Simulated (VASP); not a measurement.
# MgCd5O6 (P4/mmm) in VASP: single point with PBE

Aim: the single point of MgCd5O6 with PBE.

Program: VASP 6.6.1. These are calculated values, not measurements. Logs are shortened: lines on timing, memory, paths and dates and some standing lists are left out, and cuts for length are marked.

## (1) The cell of the first run

Symmetry: P4/mmm, No. 123, tetragonal system. The conventional cell has a = 3.329 Å, b = 3.329 Å, c = 14.107 Å, α = 90.00°, β = 90.00°, γ = 90.00°. Mg (site symmetry 4/mmm) has 6 O at 2.15 to 2.35 Å within 2.8 Å. Within 3.0 Å of Cd (site symmetry 4mm) lie 6 O at 2.26 to 2.38 Å. Cd (site symmetry 4mm) has 6 O at 2.35 to 2.47 Å within 3.1 Å. Cd (site symmetry 4/mmm) has 6 O at 2.35 to 2.41 Å within 3.1 Å. Within 3.1 Å of O (site symmetry 4mm) lie 6 Cd at 2.35 to 2.41 Å. Within 3.1 Å of O (site symmetry 4/mmm) lie 6 Cd at 2.35 to 2.43 Å. O (site symmetry 4mm) has 1 Mg at 2.15 Å and 5 Cd at 2.36 to 2.47 Å within 2.8 Å. O (site symmetry 4/mmm) has 2 Cd at 2.26 Å and 4 Mg at 2.35 Å within 3.0 Å.

## (2) Single point, PBE

Contents of INCAR:

```
SYSTEM = MgCd5O6
PREC     = Accurate       ! precision mode
ENCUT    = 750            ! plane-wave cutoff, eV
EDIFF    = 1E-6           ! SCF threshold, eV
ISMEAR   = 0              ! smearing method
SIGMA    = 0.2            ! smearing width, eV
LREAL    = .FALSE.        ! projectors in reciprocal space
LASPH    = .TRUE.         ! aspherical terms in the spheres
NELM     = 120            ! most SCF steps
ALGO     = Normal         ! electronic algorithm
ISIF     = 2              ! what is computed and relaxed
LWAVE    = .FALSE.        ! write WAVECAR
LCHARG   = .FALSE.        ! write CHGCAR
GGA      = PE             ! functional
NBANDS   = 85             ! bands
GGA_COMPAT= .FALSE.
```

Contents of KPOINTS:

```
Automatic mesh
0
G
  6 6 2
  0 0 0
```

Contents of POSCAR:

```
MgCd5O6
1.0
    3.3287903000      0.0000000000      0.0000000000
    0.0000000000      3.3287903000      0.0000000000
    0.0000000000      0.0000000000     14.1065272000
Mg Cd O
1 5 6
Direct
    0.5000000000      0.5000000000      0.5000000000
    0.0000000000      0.0000000000      0.6603360000
    0.5000000000      0.5000000000      0.8276890000
    0.0000000000      0.0000000000      0.0000000000
    0.5000000000      0.5000000000      0.1723110000
    0.0000000000      0.0000000000      0.3396640000
    0.0000000000      0.0000000000      0.8292420000
    0.5000000000      0.5000000000      0.0000000000
    0.0000000000      0.0000000000      0.1707580000
    0.5000000000      0.5000000000      0.3474780000
    0.0000000000      0.0000000000      0.5000000000
    0.5000000000      0.5000000000      0.6525220000
```

Potentials or basis: VASP PAW PBE potentials, release 64 (Mg_sv, Cd_sv_GW, O).

Launch:

```
$ cat potpaw_PBE.64/Mg_sv/POTCAR potpaw_PBE.64/Cd_sv_GW/POTCAR potpaw_PBE.64/O/POTCAR > POTCAR
$ mpirun -np 1 vasp_std > vasp.out
```

OUTCAR:

```text
SYSTEM = MgCd5O6
   PREC = Accurate
   ENCUT = 750
   EDIFF = 1E-6
   ISMEAR = 0
   LREAL = .FALSE.
   LASPH = .TRUE.
   NELM = 120
   ISIF = 2
   GGA = PE

 ion  position               nearest neighbor table
   1  0.500  0.500  0.500-
   2  0.000  0.000  0.660-  11 2.26
   3  0.500  0.500  0.828-
   4  0.000  0.000  0.000-
   5  0.500  0.500  0.172-
   6  0.000  0.000  0.340-  11 2.26
   7  0.000  0.000  0.829-
   8  0.500  0.500  0.000-
   9  0.000  0.000  0.171-
  10  0.500  0.500  0.347-
  11  0.000  0.000  0.500-   2 2.26   6 2.26
  12  0.500  0.500  0.653-

  LATTYP: Found a simple tetragonal cell.
 ALAT       =     3.3287903000
 C/A-ratio  =     4.2377338098

  Lattice vectors:

 A1 = (   3.3287903000,   0.0000000000,   0.0000000000)
 A2 = (   0.0000000000,   3.3287903000,   0.0000000000)
 A3 = (   0.0000000000,   0.0000000000,  14.1065272000)

Analysis of symmetry for initial positions (statically):
=====================================================================
 Subroutine PRICEL returns:
 Original cell was already a primitive cell.

 Routine SETGRP: Setting up the symmetry group for a
 simple tetragonal supercell.

 Subroutine GETGRP returns: Found 16 space group operations
 (whereof 16 operations were pure point group operations)
 out of a pool of 16 trial point group operations.

The static configuration has the point symmetry D_4h.

Analysis of symmetry for dynamics (positions and initial velocities):
=====================================================================
 Subroutine PRICEL returns:
 Original cell was already a primitive cell.

 Routine SETGRP: Setting up the symmetry group for a
 simple tetragonal supercell.

 Subroutine GETGRP returns: Found 16 space group operations
 (whereof 16 operations were pure point group operations)
 out of a pool of 16 trial point group operations.

The dynamic configuration has the point symmetry D_4h.

 Subroutine INISYM returns: Found 16 space group operations
 (whereof 16 operations are pure point group operations),
 and found     1 'primitive' translations

----------------------------------------------------------------------------------------
[... 114 lines left out ...]
   ISIF   =      2    stress and relaxation
   ISYM   =      2    0-nonsym 1-usesym 2-fastsym
   POTIM  = 0.5000    time-step for ionic-motion
   TEBEG  =    0.0;   TEEND  =   0.0 temperature during run
   PSTRESS=    0.0 pullay stress
   NELECT =     146.0000    total number of electrons
   NUPDOWN=      -1.0000    fix difference up-down
   EMIN   =  10.00;   EMAX   =-10.00  energy-range for DOS
   EFERMI =   0.00;   METHOD = LEGACY
   ISMEAR =     0;   SIGMA  =   0.20  broadening in eV -4-tet -1-fermi 0-gaus
   EFERMI_NEDOS =   21; number of points for ismear=-14 and -15
   IALGO  =     38    algorithm
   IMIX   =      4    mixing-type and parameters
     AMIX     =   0.40;   BMIX     =  1.00
     AMIX_MAG =   1.60;   BMIX_MAG =  1.00
  volume/ion in A,a.u.               =      13.03        87.90
  Fermi-wavevector in a.u.,A,eV,Ry     =   1.600276  3.024082 34.842916  2.560882
  Thomas-Fermi vector in A             =   2.697437
   LORBIT       =      0    0 simple, 1 ext, 2 COOP (PROOUT), +10 PAW based schemes
   GGA     = PE    functional components
   LHFCALC =     F    Hartree Fock is set to
   AEXX    =    0.0000 exact exchange contribution
   IVDW    =     0    specifies the selected vdW correction
   LEPSILON=     F    determine dielectric tensor
   LRPA    =     F    only Hartree local field effects (RPA)
 non-spin polarized calculation
 Gauss-broadening in eV      SIGMA  =   0.20
  energy-cutoff  :      750.00
  volume of cell :      156.31
 maximum number of plane-waves:      7390
 NGX is ok and might be reduce to    30
   NGX = 15   NGY = 15   NGZ = 63

 number of electron     146.0000017 magnetization

 Free energy of the ion-electron system (eV)
  ---------------------------------------------------
  ext. energy  EPLUGINS =         0.00000000
  ---------------------------------------------------
  free energy    TOTEN  =       -50.52349083 eV

  energy without entropy =      -50.51441748  energy(sigma->0) =      -50.51895416

 E-fermi :   4.6755     XC(G=0): -11.5474

 val. band max:        4.5278668550   @ k =   0.5000   0.0000   0.5000
 cond. band min:       4.8802158963   @ k =   0.0000   0.0000   0.5000
 fundamental gap:      0.3523490414
 Fermi energy:         4.6755440147

 k-point     1 :       0.0000    0.0000    0.0000
  band No.  band energies     occupation
      1     -96.3096      2.00000
      2     -96.3096      2.00000
      3     -96.1957      2.00000
      4     -95.9290      2.00000
      5     -95.9289      2.00000
      6     -69.4362      2.00000
[... 1749 lines left out ...]
     84      13.1188      0.00000
     85      13.1236      0.00000

------------------------ aborting loop because EDIFF is reached ----------------------------------------

  FORCE on cell =-STRESS in cart. coord.  units (eV):
  Direction    XX          YY          ZZ          XY          YZ          ZX
  --------------------------------------------------------------------------------------
  -------------------------------------------------------------------------------------
  Total       -0.2331153     -0.2331153     -0.3067846      0.0000000      0.0000000      0.0000000
  in kB       -2.3893977     -2.3893977     -3.1444965      0.0000000      0.0000000      0.0000000
  external PRESSURE =      -2.6410973 kB  Pullay stress =       0.0000000 kB

 VOLUME and BASIS-vectors are now :
 -----------------------------------------------------------------------------
  energy-cutoff  :      750.00
  volume of cell :      156.31
      direct lattice vectors                 reciprocal lattice vectors
     3.328790300  0.000000000  0.000000000     0.300409431  0.000000000  0.000000000
     0.000000000  3.328790300  0.000000000     0.000000000  0.300409431  0.000000000
     0.000000000  0.000000000 14.106527200     0.000000000  0.000000000  0.070889170

 POSITION                                       TOTAL-FORCE (eV/Angst)
 -----------------------------------------------------------------------------------
      1.66440      1.66440      7.05326        -0.000000     -0.000000      0.000000
      0.00000      0.00000      9.31505         0.000000     -0.000000      0.020464
      1.66440      1.66440     11.67582        -0.000000      0.000000      0.014162
      0.00000      0.00000      0.00000        -0.000000     -0.000000      0.000000
      1.66440      1.66440      2.43071        -0.000000      0.000000     -0.014162
      0.00000      0.00000      4.79148        -0.000000     -0.000000     -0.020464
      0.00000      0.00000     11.69772        -0.000000     -0.000000     -0.016943
      1.66440      1.66440      0.00000        -0.000000     -0.000000      0.000000
      0.00000      0.00000      2.40880        -0.000000     -0.000000      0.016943
      1.66440      1.66440      4.90171        -0.000000     -0.000000     -0.000818
      0.00000      0.00000      7.05326        -0.000000     -0.000000      0.000000
      1.66440      1.66440      9.20482         0.000000      0.000000      0.000818
 -----------------------------------------------------------------------------------
    total drift:                                0.000000      0.000000      0.000000

  FREE ENERGIE OF THE ION-ELECTRON SYSTEM (eV)
  ---------------------------------------------------
  free  energy   TOTEN  =       -50.5234908313 eV

  energy  without entropy=      -50.5144174795  energy(sigma->0) =      -50.51895416
```

Wall time 9.5 min (1 thread of AMD EPYC 7R13 (Zen 3), shared host); peak memory 0.54 GiB.

What came out:

```
Free energy            : -50.5235 eV
Pressure               : -0.3 GPa
Largest force          : 0.020 eV/Å
Band gap on the k mesh : zero (bands 73 and 74 overlap by 0.36 eV)
```

Forces in eV/Å, atoms in the order of the input:
```
Mg   0.000  0.000  0.000
Cd   0.000  0.000  0.020
Cd   0.000  0.000  0.014
Cd   0.000  0.000  0.000
Cd   0.000  0.000 -0.014
Cd   0.000  0.000 -0.020
O    0.000  0.000 -0.017
O    0.000  0.000  0.000
O    0.000  0.000  0.017
O    0.000  0.000 -0.001
O    0.000  0.000  0.000
O    0.000  0.000  0.001
```

Stress tensor (GPa, compression positive):
```
-0.24  0.00  0.00
 0.00 -0.24  0.00
 0.00  0.00 -0.31
```

Caveat: semilocal functionals underestimate gaps, and a narrow one can read as zero.

The gap in the log of VASP goes by the Fermi energy; the results here count the filled bands.